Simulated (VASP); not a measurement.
# Zr (Im-3m) in VASP: a series of runs

The runs below take Zr through electric field gradients, with r2SCAN.

Everything below comes from runs of VASP 6.6.1. Logs are shortened: lines on timing, memory, paths and dates and some standing lists are left out, and cuts for length are marked.

### 1 The cell of the first run

The structure is cubic, space group Im-3m (No. 229). Conventional cell: a = 3.558 Å, b = 3.558 Å, c = 3.558 Å, α = 90.00°, β = 90.00°, γ = 90.00°. Within 4.1 Å of Zr (site symmetry m-3m) lie 14 Zr at 3.08 to 3.56 Å.

### 2 Electric field gradients, r2SCAN (volume scaled by 0.98)

The input, POSCAR:

```
Zr
1.0
   -1.7788277996      1.7788277996      1.7788277996
    1.7788277996     -1.7788277996      1.7788277996
    1.7788277996      1.7788277996     -1.7788277996
Zr
1
Direct
    0.0000000000      0.0000000000      0.0000000000
```

The input, INCAR.step1:

```
ALGO     = Normal         # electronic algorithm
EDIFF    = 1E-4           # SCF threshold, eV
ENCUT    = 520            # plane-wave cutoff, eV
GGA      = PE             # functional
ISMEAR   = -1             # smearing method
LASPH    = True           # aspherical terms in the spheres
LCHARG   = False          # write CHGCAR
LREAL    = False          # projectors in reciprocal space
LWAVE    = True           # write WAVECAR
NBANDS   = 12             # bands
NELM     = 80             # most SCF steps
PREC     = Accurate       # precision mode
SIGMA    = 0.05           # smearing width, eV
```

The input, INCAR.step2:

```
ALGO     = Normal         # electronic algorithm
EDIFF    = 1E-8           # SCF threshold, eV
ENCUT    = 520            # plane-wave cutoff, eV
ISIF     = 2              # what is computed and relaxed
ISMEAR   = -1             # smearing method
ISTART   = 1            
LASPH    = True           # aspherical terms in the spheres
LCHARG   = False          # write CHGCAR
LEFG     = True         
LMIXTAU  = True         
LREAL    = False          # projectors in reciprocal space
LWAVE    = False          # write WAVECAR
METAGGA  = R2SCAN         # meta-GGA
NBANDS   = 12             # bands
NELM     = 80             # most SCF steps
PREC     = Accurate       # precision mode
SIGMA    = 0.05           # smearing width, eV
```

The input, KPOINTS:

```
k-points
0
Gamma
  13 13 13
```

Potentials or basis: VASP PAW PBE potentials, release 64 (Zr_sv).

Started as:

```
$ cat potpaw_PBE.64/Zr_sv/POTCAR > POTCAR
$ cp INCAR.step1 INCAR
$ mpirun -np 1 vasp_std > vasp.out
$ cp INCAR.step2 INCAR
$ mpirun -np 1 vasp_std > vasp.out
```

OUTCAR:

```text
EDIFF = 1E-8
   ENCUT = 520
   ISIF = 2
   ISMEAR = -1
   ISTART = 1
   LASPH = True
   LREAL = False
   METAGGA = R2SCAN
   NELM = 80
   PREC = Accurate

 ion  position               nearest neighbor table
   1  0.000  0.000  0.000-

  LATTYP: Found a body centered cubic cell.
 ALAT       =     3.5576555992

  Lattice vectors:

 A1 = (  -1.7788277996,   1.7788277996,   1.7788277996)
 A2 = (   1.7788277996,  -1.7788277996,   1.7788277996)
 A3 = (   1.7788277996,   1.7788277996,  -1.7788277996)

Analysis of symmetry for initial positions (statically):
=====================================================================
 Subroutine PRICEL returns:
 Original cell was already a primitive cell.

 Routine SETGRP: Setting up the symmetry group for a
 body centered cubic supercell.

 Subroutine GETGRP returns: Found 48 space group operations
 (whereof 48 operations were pure point group operations)
 out of a pool of 48 trial point group operations.

The static configuration has the point symmetry O_h .

Analysis of symmetry for dynamics (positions and initial velocities):
=====================================================================
 Subroutine PRICEL returns:
 Original cell was already a primitive cell.

 Routine SETGRP: Setting up the symmetry group for a
 body centered cubic supercell.

 Subroutine GETGRP returns: Found 48 space group operations
 (whereof 48 operations were pure point group operations)
 out of a pool of 48 trial point group operations.

The dynamic configuration has the point symmetry O_h .

 Subroutine INISYM returns: Found 48 space group operations
 (whereof 48 operations are pure point group operations),
 and found     1 'primitive' translations

----------------------------------------------------------------------------------------

                                     Primitive cell

  volume of cell :      22.5145

  direct lattice vectors                    reciprocal lattice vectors
    -1.778827800  1.778827800  1.778827800     0.000000000  0.281083981  0.281083981
     1.778827800 -1.778827800  1.778827800     0.281083981  0.000000000  0.281083981
     1.778827800  1.778827800 -1.778827800     0.281083981  0.281083981  0.000000000

  length of vectors
     3.081020127  3.081020127  3.081020127     0.397512779  0.397512779  0.397512779

  position of ions in fractional coordinates (direct lattice)
     0.000000000  0.000000000  0.000000000

  ion indices of the primitive-cell ions
   primitive index   ion index
                 1           1

----------------------------------------------------------------------------------------

 KPOINTS: k-points

Automatic generation of k-mesh.
 Grid dimensions read from file:
 generate k-points for:   13   13   13

 Generating k-lattice:

  Cartesian coordinates                     Fractional coordinates (reciprocal lattice)
     0.000000000  0.021621845  0.021621845     0.076923077  0.000000000  0.000000000
     0.021621845  0.000000000  0.021621845     0.000000000  0.076923077  0.000000000
     0.021621845  0.021621845  0.000000000     0.000000000  0.000000000  0.076923077

  Length of vectors
     0.030577906  0.030577906  0.030577906

  Shift w.r.t. Gamma in fractional coordinates (k-lattice)
     0.000000000  0.000000000  0.000000000

 Subroutine IBZKPT returns following result:
 ===========================================

 Found     84 irreducible k-points:

 Following reciprocal coordinates:
            Coordinates               Weight
  0.000000  0.000000  0.000000      1.000000
  0.076923  0.000000  0.000000     12.000000
  0.153846  0.000000  0.000000     12.000000
  0.230769  0.000000  0.000000     12.000000
  0.307692  0.000000  0.000000     12.000000
  0.384615  0.000000  0.000000     12.000000
[... 16 lines left out ...]
  0.153846  0.076923  0.076923     24.000000
  0.230769  0.076923  0.076923     24.000000
 [... further k-points ...]
   k-points           NKPTS =     84   k-points in BZ     NKDIM =     84   number of bands    NBANDS=     12
   number of dos      NEDOS =    301   number of ions     NIONS =      1
   total plane-waves  NPLWV =  13824
   dimension x,y,z NGX =    24 NGY =   24 NGZ =   24
   dimension x,y,z NGXF=    48 NGYF=   48 NGZF=   48
   ions per type =               1
   NGX,Y,Z   is equivalent  to a cutoff of  12.95, 12.95, 12.95 a.u.
   NGXF,Y,Z  is equivalent  to a cutoff of  25.90, 25.90, 25.90 a.u.
 SYSTEM =  unknown system
   PREC   = accura    normal or accurate (medium, high low for compatibility)
   ISTART =      1    job   : 0-new  1-cont  2-samecut
   ICHARG =      0    charge: 1-file 2-atom 10-const
   ISPIN  =      1    spin polarized calculation?
   LNONCOLLINEAR =      F non collinear calculations
   LSORBIT =      F    spin-orbit coupling
   LASPH  =      T    aspherical Exc in radial PAW
   ENCUT  =  520.0 eV  38.22 Ry    6.18 a.u.   5.73  5.73  5.73*2*pi/ulx,y,z
   NELM   =     80;   NELMIN=  2; NELMDL=  0     # of ELM steps
   EDIFF  = 0.1E-07   stopping-criterion for ELM
   LREAL  =      F    real-space projection
   EDIFFG = 0.1E-06   stopping-criterion for IOM
   NSW    =      0    number of steps for IOM
   IBRION =     -1    ionic relax: 0-MD 1-quasi-New 2-CG
   NFREE  =      0    steps in history (QN), initial steepest desc. (CG)
   ISIF   =      2    stress and relaxation
   ISYM   =      2    0-nonsym 1-usesym 2-fastsym
   POTIM  = 0.5000    time-step for ionic-motion
   TEBEG  =    0.0;   TEEND  =   0.0 temperature during run
   PSTRESS=    0.0 pullay stress
   NELECT =      12.0000    total number of electrons
   NUPDOWN=      -1.0000    fix difference up-down
   EMIN   =  10.00;   EMAX   =-10.00  energy-range for DOS
   EFERMI =   0.00;   METHOD = LEGACY
   ISMEAR =    -1;   SIGMA  =   0.05  broadening in eV -4-tet -1-fermi 0-gaus
   EFERMI_NEDOS =   21; number of points for ismear=-14 and -15
   IALGO  =     38    algorithm
   IMIX   =      4    mixing-type and parameters
     AMIX     =   0.40;   BMIX     =  1.00
     AMIX_MAG =   1.60;   BMIX_MAG =  1.00
  volume/ion in A,a.u.               =      22.51       151.94
  Fermi-wavevector in a.u.,A,eV,Ry     =   1.327337  2.508304 23.971080  1.761825
  Thomas-Fermi vector in A             =   2.456657
   LORBIT       =      0    0 simple, 1 ext, 2 COOP (PROOUT), +10 PAW based schemes
   METAGGA = R2SCAN    functional components
   LHFCALC =     F    Hartree Fock is set to
   AEXX    =    0.0000 exact exchange contribution
   IVDW    =     0    specifies the selected vdW correction
   LEPSILON=     F    determine dielectric tensor
   LRPA    =     F    only Hartree local field effects (RPA)
 non-spin polarized calculation
  energy-cutoff  :      520.00
  volume of cell :       22.51
 maximum number of plane-waves:       617
   NGX = 11   NGY = 11   NGZ = 11

 number of electron      12.0000000 magnetization

 Free energy of the ion-electron system (eV)
  ---------------------------------------------------
  ext. energy  EPLUGINS =         0.00000000
  ---------------------------------------------------
  free energy    TOTEN  =       -22.63496840 eV

  energy without entropy =      -22.61963305  energy(sigma->0) =      -22.62730072

 E-fermi :   9.1283     XC(G=0): -12.1340

 val. band max:        9.1267892856   @ k =  -0.2308   0.2308   0.2308
 cond. band min:       9.1404127867   @ k =  -0.3846  -0.4615   0.0769
 fundamental gap:      0.0136235010
 Fermi energy:         9.1282743905

 k-point     1 :       0.0000    0.0000    0.0000
  band No.  band energies     occupation
      1     -41.0205      2.00000
      2     -17.7690      2.00000
      3     -17.7690      2.00000
      4     -17.7690      2.00000
      5       3.3470      2.00000
      6      10.4431      0.00000
      7      10.4431      0.00000
      8      10.4431      0.00000
      9      13.0553      0.00000
     10      13.0553      0.00000
     11      22.1487      0.00000
     12      22.1487      0.00000

 k-point     2 :       0.0769    0.0000    0.0000
  band No.  band energies     occupation
      1     -41.0099      2.00000
      2     -17.8386      2.00000
      3     -17.7896      2.00000
      4     -17.7697      2.00000
      5       3.5657      2.00000
      6      10.2916      0.00000
      7      10.3839      0.00000
      8      10.6521      0.00000
      9      12.8264      0.00000
     10      13.0516      0.00000
     11      22.3409      0.00000
     12      22.5466      0.00000

 k-point     3 :       0.1538    0.0000    0.0000
  band No.  band energies     occupation
      1     -40.9806      2.00000
      2     -18.0278      2.00000
      3     -17.8462      2.00000
      4     -17.7715      2.00000
      5       4.1749      2.00000
      6       9.9056      0.00000
      7      10.1161      0.00000
      8      11.2656      0.00000
      9      12.5121      0.00000
     10      13.0660      0.00000
     11      22.6990      0.00000
     12      23.6649      0.00000
[... 286 lines left out ...]
 k-point    23 :       0.1538    0.0769    0.0769
  band No.  band energies     occupation
      1     -40.9256      2.00000
      2     -18.3691      2.00000
      3     -17.9029      2.00000
      4     -17.8253      2.00000
      5       5.3831      2.00000
      6       9.2012      0.37748
      7       9.2480      0.16716
      8      12.7443      0.00000
      9      13.0186      0.00000
     10      13.1272      0.00000
     11      23.0850      0.00000
     12      23.8582      0.00000

 k-point    24 :       0.2308    0.0769    0.0769
  band No.  band energies     occupation
      1     -40.8852      2.00000
      2     -18.5745      2.00000
      3     -18.0097      2.00000
      4     -17.8334      2.00000
      5       6.1774      2.00000
      6       8.8009      1.99714
      7       9.0643      1.56497
      8      12.9196      0.00000
      9      13.3981      0.00000
     10      14.3134      0.00000
     11      21.9787      0.00000
     12      22.7138      0.00000

 [... further k-points ...]
[... 5 lines left out ...]
  --------------------------------------------------------------------------------------
  -------------------------------------------------------------------------------------
  Total        0.2446919      0.2446919      0.2446919      0.0000000     -0.0000000      0.0000000
  in kB       17.4127973     17.4127973     17.4127973      0.0000000     -0.0000000      0.0000000
  external PRESSURE =      17.4127973 kB  Pullay stress =       0.0000000 kB

 VOLUME and BASIS-vectors are now :
 -----------------------------------------------------------------------------
  energy-cutoff  :      520.00
  volume of cell :       22.51
      direct lattice vectors                 reciprocal lattice vectors
    -1.778827800  1.778827800  1.778827800     0.000000000  0.281083981  0.281083981
     1.778827800 -1.778827800  1.778827800     0.281083981  0.000000000  0.281083981
     1.778827800  1.778827800 -1.778827800     0.281083981  0.281083981  0.000000000

 POSITION                                       TOTAL-FORCE (eV/Angst)
 -----------------------------------------------------------------------------------
      0.00000      0.00000      0.00000        -0.000000      0.000000      0.000000
 -----------------------------------------------------------------------------------
    total drift:                                0.000000      0.000000      0.000000

  FREE ENERGIE OF THE ION-ELECTRON SYSTEM (eV)
  ---------------------------------------------------
  free  energy   TOTEN  =       -22.6349683964 eV

  energy  without entropy=      -22.6196330458  energy(sigma->0) =      -22.62730072

 Electric field gradients (V/A^2)
---------------------------------------------------------------------
 ion       V_xx      V_yy      V_zz      V_xy      V_xz      V_yz
---------------------------------------------------------------------
   1       0.000     0.000    -0.000    -0.000    -0.000    -0.000
---------------------------------------------------------------------

 Electric field gradients after diagonalization (V/A^2)
 (convention: |V_zz| > |V_xx| > |V_yy|)
----------------------------------------------------------------------
 ion       V_xx      V_yy      V_zz     asymmetry (V_yy - V_xx)/ V_zz
----------------------------------------------------------------------
   1       0.000     0.000    -0.000       0.000
----------------------------------------------------------------------

           NMR quadrupolar parameters

 Cq : quadrupolar parameter    Cq=e*Q*V_zz/h
 eta: asymmetry parameters     (V_yy - V_xx)/ V_zz
 Q  : nuclear electric quadrupole moment in mb (millibarn)
----------------------------------------------------------------------
 ion       Cq(MHz)       eta       Q (mb)
----------------------------------------------------------------------
   1      -0.000       0.000       1.000
----------------------------------------------------------------------
```

Run time: 1.9 min. Hardware: 1 thread of Intel Xeon 8259CL, shared host; peak memory 0.16 GiB.

Results:

* Free energy: -22.6350 eV
* Pressure: 1.7 GPa
* Band gap on the k mesh: zero (band 6 reaches 10.44 eV, above the bottom of band 7 at 8.50 eV)

Caveat: without QUAD_EFG the Cq values of the log hold for a quadrupole moment of 1 mb, not for the nuclei; the PAW data sets were made with another functional, which shifts forces and pressure a little.

(Part 1 of 2 ends here.)
